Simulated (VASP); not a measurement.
# SiO2 (P4_2/mnm) in VASP: a series of runs

Runs on SiO2. Level: PBE. Tasks: single point.

Everything below comes from runs of VASP 6.6.1. Logs are shortened: lines on timing, memory, paths and dates and some standing lists are left out, and cuts for length are marked.

## (1) The cell of the first run

Symmetry: P4_2/mnm, No. 136, tetragonal system. Conventional cell: a = 4.109 Å, b = 4.109 Å, c = 2.367 Å, α = 90.00°, β = 90.00°, γ = 90.00°. Si (site symmetry mmm) has 6 O at 1.63 to 1.78 Å within 2.2 Å. O (site symmetry m2m) has 3 Si at 1.63 to 1.78 Å and 11 O at 2.24 to 2.42 Å within 2.5 Å.

## (2) Single point, PBE

Contents of INCAR:

```
PREC = Accurate ; ENCUT = 520
EDIFF = 1E-6 ; ISMEAR = 0
SIGMA = 0.05 ; LREAL = F
LASPH = T ; NELM = 80
ALGO = Normal ; ISIF = 2
LWAVE = F ; LCHARG = T
GGA = PE ; LELF = T
LVHAR = T ; NBANDS = 25
```

Contents of KPOINTS:

```
Automatic mesh
0
Gamma
  6 6 8
```

Contents of POSCAR:

```
SiO2
1.0
    4.1088000000      0.0000000000      0.0000000000
    0.0000000000      4.1088000000      0.0000000000
    0.0000000000      0.0000000000      2.3670000000
Si O
2 4
Direct
    0.5000000000      0.5000000000      0.5000000000
    0.0000000000      0.0000000000      0.0000000000
    0.6930127928      0.6930127928      0.0000000000
    0.1930127928      0.8069872072      0.5000000000
    0.3069872072      0.3069872072      0.0000000000
    0.8069872072      0.1930127928      0.5000000000
```

Potentials or basis: VASP PAW PBE potentials, release 64 (Si, O).

Launch:

```bash
$ cat potpaw_PBE.64/Si/POTCAR potpaw_PBE.64/O/POTCAR > POTCAR
$ mpirun -np 1 vasp_std > vasp.out
```

OUTCAR:

```text
PREC = Accurate
   ENCUT = 520
   EDIFF = 1E-6
   ISMEAR = 0
   LREAL = F
   LASPH = T
   NELM = 80
   ISIF = 2
   GGA = PE

 ion  position               nearest neighbor table
   1  0.500  0.500  0.500-   3 1.63   5 1.63   3 1.63   5 1.63   4 1.78   6 1.78   2 3.14   2 3.14
                             2 3.14   2 3.14   2 3.14   2 3.14   2 3.14   2 3.14
   2  0.000  0.000  0.000-   4 1.63   6 1.63   4 1.63   6 1.63   5 1.78   3 1.78   1 3.14   1 3.14
                             1 3.14   1 3.14   1 3.14   1 3.14   1 3.14   1 3.14
   3  0.693  0.693  0.000-   1 1.63   1 1.63   2 1.78
   4  0.193  0.807  0.500-   2 1.63   2 1.63   1 1.78
   5  0.307  0.307  0.000-   1 1.63   1 1.63   2 1.78
   6  0.807  0.193  0.500-   2 1.63   2 1.63   1 1.78

  LATTYP: Found a simple tetragonal cell.
 ALAT       =     4.1088000000
 C/A-ratio  =     0.5760806075

  Lattice vectors:

 A1 = (   4.1088000000,   0.0000000000,   0.0000000000)
 A2 = (   0.0000000000,   4.1088000000,   0.0000000000)
 A3 = (   0.0000000000,   0.0000000000,   2.3670000000)

Analysis of symmetry for initial positions (statically):
=====================================================================
 Subroutine PRICEL returns:
 Original cell was already a primitive cell.

 Routine SETGRP: Setting up the symmetry group for a
 simple tetragonal supercell.

 Subroutine GETGRP returns: Found 16 space group operations
 (whereof  8 operations were pure point group operations)
 out of a pool of 16 trial point group operations.

The static configuration has the point symmetry D_2h.
 The point group associated with its full space group is D_4h.

Analysis of symmetry for dynamics (positions and initial velocities):
=====================================================================
 Subroutine PRICEL returns:
 Original cell was already a primitive cell.

 Routine SETGRP: Setting up the symmetry group for a
 simple tetragonal supercell.

 Subroutine GETGRP returns: Found 16 space group operations
 (whereof  8 operations were pure point group operations)
 out of a pool of 16 trial point group operations.

The dynamic configuration has the point symmetry D_2h.
 The point group associated with its full space group is D_4h.

 Subroutine INISYM returns: Found 16 space group operations
 (whereof  8 operations are pure point group operations),
 and found     1 'primitive' translations

----------------------------------------------------------------------------------------

                                     Primitive cell

  volume of cell :      39.9603

  direct lattice vectors                    reciprocal lattice vectors
     4.108800000  0.000000000  0.000000000     0.243380062  0.000000000  0.000000000
     0.000000000  4.108800000  0.000000000     0.000000000  0.243380062  0.000000000
     0.000000000  0.000000000  2.367000000     0.000000000  0.000000000  0.422475708

  length of vectors
     4.108800000  4.108800000  2.367000000     0.243380062  0.243380062  0.422475708

  position of ions in fractional coordinates (direct lattice)
     0.500000000  0.500000000  0.500000000
     0.000000000  0.000000000  0.000000000
     0.693012793  0.693012793  0.000000000
     0.193012793  0.806987207  0.500000000
     0.306987207  0.306987207  0.000000000
     0.806987207  0.193012793  0.500000000

  ion indices of the primitive-cell ions
   primitive index   ion index
                 1           1
                 2           2
                 3           3
                 4           4
                 5           5
                 6           6

----------------------------------------------------------------------------------------

 KPOINTS: Automatic mesh

Automatic generation of k-mesh.
 Grid dimensions read from file:
 generate k-points for:    6    6    8

 Generating k-lattice:

  Cartesian coordinates                     Fractional coordinates (reciprocal lattice)
     0.040563344  0.000000000  0.000000000     0.166666667  0.000000000  0.000000000
     0.000000000  0.040563344  0.000000000     0.000000000  0.166666667  0.000000000
     0.000000000  0.000000000  0.052809463     0.000000000  0.000000000  0.125000000

  Length of vectors
     0.040563344  0.040563344  0.052809463

  Shift w.r.t. Gamma in fractional coordinates (k-lattice)
     0.000000000  0.000000000  0.000000000

 Subroutine IBZKPT returns following result:
 ===========================================

 Found     50 irreducible k-points:

 Following reciprocal coordinates:
            Coordinates               Weight
  0.000000  0.000000  0.000000      1.000000
  0.166667  0.000000  0.000000      4.000000
  0.333333  0.000000  0.000000      4.000000
  0.500000  0.000000  0.000000      2.000000
  0.166667  0.166667  0.000000      4.000000
  0.333333  0.166667  0.000000      8.000000
[... 16 lines left out ...]
  0.333333  0.000000  0.250000      8.000000
  0.500000  0.000000  0.250000      4.000000
 [... further k-points ...]
   k-points           NKPTS =     50   k-points in BZ     NKDIM =     50   number of bands    NBANDS=     25
   number of dos      NEDOS =    301   number of ions     NIONS =      6
   total plane-waves  NPLWV =  18432
   dimension x,y,z NGX =    32 NGY =   32 NGZ =   18
   dimension x,y,z NGXF=    64 NGYF=   64 NGZF=   36
   ions per type =               2   4
   NGX,Y,Z   is equivalent  to a cutoff of  12.95, 12.95, 12.64 a.u.
   NGXF,Y,Z  is equivalent  to a cutoff of  25.90, 25.90, 25.28 a.u.
 SYSTEM =  unknown system
   PREC   = accura    normal or accurate (medium, high low for compatibility)
   ISTART =      0    job   : 0-new  1-cont  2-samecut
   ICHARG =      2    charge: 1-file 2-atom 10-const
   ISPIN  =      1    spin polarized calculation?
   LNONCOLLINEAR =      F non collinear calculations
   LSORBIT =      F    spin-orbit coupling
   LASPH  =      T    aspherical Exc in radial PAW
   ENCUT  =  520.0 eV  38.22 Ry    6.18 a.u.   7.64  7.64  4.40*2*pi/ulx,y,z
   NELM   =     80;   NELMIN=  2; NELMDL= -5     # of ELM steps
   EDIFF  = 0.1E-05   stopping-criterion for ELM
   LREAL  =      F    real-space projection
   EDIFFG = 0.1E-04   stopping-criterion for IOM
   NSW    =      0    number of steps for IOM
   IBRION =     -1    ionic relax: 0-MD 1-quasi-New 2-CG
   NFREE  =      0    steps in history (QN), initial steepest desc. (CG)
   ISIF   =      2    stress and relaxation
   ISYM   =      2    0-nonsym 1-usesym 2-fastsym
   POTIM  = 0.5000    time-step for ionic-motion
   TEBEG  =    0.0;   TEEND  =   0.0 temperature during run
   PSTRESS=    0.0 pullay stress
   NELECT =      32.0000    total number of electrons
   NUPDOWN=      -1.0000    fix difference up-down
   EMIN   =  10.00;   EMAX   =-10.00  energy-range for DOS
   EFERMI =   0.00;   METHOD = LEGACY
   ISMEAR =     0;   SIGMA  =   0.05  broadening in eV -4-tet -1-fermi 0-gaus
   EFERMI_NEDOS =   21; number of points for ismear=-14 and -15
   IALGO  =     38    algorithm
   IMIX   =      4    mixing-type and parameters
     AMIX     =   0.40;   BMIX     =  1.00
     AMIX_MAG =   1.60;   BMIX_MAG =  1.00
  volume/ion in A,a.u.               =       6.66        44.94
  Fermi-wavevector in a.u.,A,eV,Ry     =   1.520251  2.872859 31.445298  2.311164
  Thomas-Fermi vector in A             =   2.629127
   LORBIT       =      0    0 simple, 1 ext, 2 COOP (PROOUT), +10 PAW based schemes
   GGA     = PE    functional components
   LHFCALC =     F    Hartree Fock is set to
   AEXX    =    0.0000 exact exchange contribution
   IVDW    =     0    specifies the selected vdW correction
   LEPSILON=     F    determine dielectric tensor
   LRPA    =     F    only Hartree local field effects (RPA)
 non-spin polarized calculation
 Gauss-broadening in eV      SIGMA  =   0.05
  energy-cutoff  :      520.00
  volume of cell :       39.96
 maximum number of plane-waves:      1097
 NGX is ok and might be reduce to    32
   NGX = 15   NGY = 15   NGZ =  9

 number of electron      31.9999988 magnetization

 Free energy of the ion-electron system (eV)
  ---------------------------------------------------
  ext. energy  EPLUGINS =         0.00000000
  ---------------------------------------------------
  free energy    TOTEN  =       -43.51912486 eV

  energy without entropy =      -43.51912486  energy(sigma->0) =      -43.51912486

 E-fermi :  10.4065     XC(G=0): -13.0379

 val. band max:       10.1648499317   @ k =   0.0000   0.0000   0.0000
 cond. band min:      18.9031729925   @ k =   0.0000   0.0000   0.0000
 fundamental gap:      8.7383230608
 Fermi energy:        10.4064612241

 k-point     1 :       0.0000    0.0000    0.0000
  band No.  band energies     occupation
      1     -14.0694      2.00000
      2      -9.9027      2.00000
      3      -9.8746      2.00000
      4      -9.8746      2.00000
      5      -1.4594      2.00000
      6       2.4367      2.00000
[... 17 lines left out ...]
     24      25.9695      0.00000
     25      27.6832      0.00000

 k-point     2 :       0.1667    0.0000    0.0000
  band No.  band energies     occupation
      1     -13.9130      2.00000
      2     -10.7943      2.00000
      3      -9.7899      2.00000
      4      -9.2973      2.00000
      5      -1.3883      2.00000
      6       1.6890      2.00000
[... 17 lines left out ...]
     24      26.1449      0.00000
     25      27.3582      0.00000

 k-point     3 :       0.3333    0.0000    0.0000
  band No.  band energies     occupation
      1     -13.4542      2.00000
      2     -11.8018      2.00000
      3      -9.5640      2.00000
      4      -9.1306      2.00000
      5      -1.0814      2.00000
      6       0.5459      2.00000
[... 17 lines left out ...]
     24      26.7539      0.00000
     25      26.7633      0.00000

 k-point     4 :       0.5000    0.0000    0.0000
  band No.  band energies     occupation
      1     -12.7280      2.00000
      2     -12.7280      2.00000
      3      -9.2883      2.00000
      4      -9.2883      2.00000
      5      -0.4276      2.00000
      6      -0.4276      2.00000
[... 17 lines left out ...]
     24      26.2107      0.00000
     25      27.0504      0.00000

 k-point     5 :       0.1667    0.1667    0.0000
  band No.  band energies     occupation
      1     -13.7605      2.00000
      2     -11.0313      2.00000
      3      -9.9868      2.00000
      4      -9.1382      2.00000
      5      -1.2534      2.00000
      6       1.8373      2.00000
[... 17 lines left out ...]
     24      26.3560      0.00000
     25      27.2080      0.00000

 k-point     6 :       0.3333    0.1667    0.0000
  band No.  band energies     occupation
      1     -13.3161      2.00000
      2     -11.7781      2.00000
      3      -9.8668      2.00000
      4      -9.2049      2.00000
      5      -0.8046      2.00000
      6       0.9530      2.00000
[... 17 lines left out ...]
     24      26.4890      0.00000
     25      27.0498      0.00000
[... 393 lines left out ...]
 k-point    21 :       0.0000    0.0000    0.2500
  band No.  band energies     occupation
      1     -12.9657      2.00000
      2      -9.5201      2.00000
      3      -9.2095      2.00000
      4      -9.2095      2.00000
      5      -0.9011      2.00000
      6       2.8769      2.00000
[... 17 lines left out ...]
     24      25.9945      0.00000
     25      26.2100      0.00000

 k-point    22 :       0.1667    0.0000    0.2500
  band No.  band energies     occupation
      1     -12.8219      2.00000
      2     -10.1020      2.00000
      3      -9.1504      2.00000
      4      -8.8954      2.00000
      5      -0.6840      2.00000
      6       2.2087      2.00000
[... 17 lines left out ...]
     24      25.9790      0.00000
     25      26.1736      0.00000

 k-point    23 :       0.3333    0.0000    0.2500
  band No.  band energies     occupation
      1     -12.4029      2.00000
      2     -10.9392      2.00000
      3      -8.9981      2.00000
      4      -8.7541      2.00000
      5      -0.1581      2.00000
      6       1.2632      2.00000
[... 17 lines left out ...]
     24      25.6847      0.00000
     25      26.1199      0.00000

 k-point    24 :       0.5000    0.0000    0.2500
  band No.  band energies     occupation
      1     -11.7493      2.00000
      2     -11.7493      2.00000
      3      -8.8280      2.00000
      4      -8.8280      2.00000
      5       0.4877      2.00000
      6       0.4877      2.00000
[... 17 lines left out ...]
     24      25.5345      0.00000
     25      26.4859      0.00000

 [... further k-points ...]

------------------------ aborting loop because EDIFF is reached ----------------------------------------

  FORCE on cell =-STRESS in cart. coord.  units (eV):
  Direction    XX          YY          ZZ          XY          YZ          ZX
  --------------------------------------------------------------------------------------
  -------------------------------------------------------------------------------------
  Total       15.6531513     15.6531513     39.3825063      0.0000000      0.0000000      0.0000000
  in kB      627.6016898    627.6016898   1579.0128776      0.0000000      0.0000000      0.0000000
  external PRESSURE =     944.7387524 kB  Pullay stress =       0.0000000 kB

 VOLUME and BASIS-vectors are now :
 -----------------------------------------------------------------------------
  energy-cutoff  :      520.00
  volume of cell :       39.96
      direct lattice vectors                 reciprocal lattice vectors
     4.108800000  0.000000000  0.000000000     0.243380062  0.000000000  0.000000000
     0.000000000  4.108800000  0.000000000     0.000000000  0.243380062  0.000000000
     0.000000000  0.000000000  2.367000000     0.000000000  0.000000000  0.422475708

 POSITION                                       TOTAL-FORCE (eV/Angst)
 -----------------------------------------------------------------------------------
      2.05440      2.05440      1.18350         0.000000      0.000000     -0.000000
      0.00000      0.00000      0.00000         0.000000      0.000000     -0.000000
      2.84745      2.84745      0.00000         1.278049      1.278049     -0.000000
      0.79305      3.31575      1.18350         1.278049     -1.278049     -0.000000
      1.26135      1.26135      0.00000        -1.278049     -1.278049      0.000000
      3.31575      0.79305      1.18350        -1.278049      1.278049     -0.000000
 -----------------------------------------------------------------------------------
    total drift:                                0.000000      0.000000     -0.000000

  FREE ENERGIE OF THE ION-ELECTRON SYSTEM (eV)
  ---------------------------------------------------
  free  energy   TOTEN  =       -43.5191248599 eV

  energy  without entropy=      -43.5191248599  energy(sigma->0) =      -43.51912486
```

It took 36 s on 1 thread of Intel Xeon 8259CL, shared host; peak memory 0.17 GiB.

Results:

```yaml
Free_energy: -43.5191 eV
Pressure: 94.5 GPa
Largest_force: 1.807 eV/Å
Band_gap_on_the_k_mesh: 8.74 eV
```

Forces on the atoms (eV/Å):
```
Si   0.000  0.000  0.000
Si   0.000  0.000  0.000
O    1.278  1.278  0.000
O    1.278 -1.278  0.000
O   -1.278 -1.278  0.000
O   -1.278  1.278  0.000
```

Stress tensor (GPa, compression positive):
```
 62.76   0.00   0.00
  0.00  62.76   0.00
  0.00   0.00 157.90
```

Levels at points of the mesh, in eV from the valence-band top:
```csv
k point,band 12,band 13,band 14,band 15,band 16,band 17,band 18,band 19,band 20,band 21
"(0.00, 0.00, 0.00)",-2.69,-1.85,-1.00,-1.00,0.00,8.74,9.22,11.58,11.58,11.70
"(0.50, 0.00, 0.00)",-3.67,-2.23,-2.23,-1.32,-1.32,10.73,10.73,11.28,11.28,12.36
"(0.50, 0.50, 0.00)",-3.09,-2.78,-2.78,-2.62,-2.62,10.32,10.32,12.21,12.21,14.33
"(0.00, 0.00, 0.50)",-5.16,-3.29,-3.29,-3.15,-3.15,11.14,11.14,13.74,13.74,14.15
"(0.50, 0.00, 0.50)",-4.53,-2.74,-2.74,-2.01,-2.01,10.15,10.15,10.81,10.81,13.13
"(0.50, 0.50, 0.50)",-5.05,-2.22,-2.22,-1.76,-1.76,8.94,8.94,11.97,11.97,12.03
```

Caveat: the cell stands under pressure; forces of over 1 eV/Å act on the atoms, so gaps and moduli don't describe the material at rest.

(Continued in part 2 of 2.)
